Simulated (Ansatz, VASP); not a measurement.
Two plane-wave programs on MgO

```
CELL_PARAMETERS angstrom
2.51264 0.00000 0.00000
0.00000 2.62335 0.00000
0.00000 0.00000 2.62335
ATOMIC_POSITIONS crystal
Mg 0.00000 0.00000 0.00000
O 0.50000 0.50000 0.50000
```

Change from the starting cell: uniaxial_x strain -4.2%.

Alike in both runs: task single point; functional HSE06; k mesh 6 × 6 × 6; no spin polarisation.

```csv
,VASP,Ansatz
version,VASP 6.6.1,Ansatz 0.2.0
potentials or method,"VASP PAW PBE potentials, release 64 (Mg, O)","plane waves, PAW"
plane-wave cutoff (eV),520,420
occupations,"gaussian, width 0.01 eV",fixed
valence electrons in the cell,8,16
```

Ansatz gave:

```
gap on the k mesh at the Fermi level (eV)                     : 4.28
pressure (GPa)                                                : 6.9
traceless stress, the component that is largest in VASP (GPa) : 21.50
```

Question: Estimate VASP's values.

Answer: gap on the k mesh at the Fermi level (eV): 4.22; pressure (GPa): 6.5; traceless stress, the component that is largest in VASP (GPa): 21.56.

VASP's potentials hold 8 valence electrons a cell and Ansatz's 16, so a difference there can come from the potentials and not from the codes. Ansatz's warnings: stress exchange threshold loose, stress scf threshold loose.
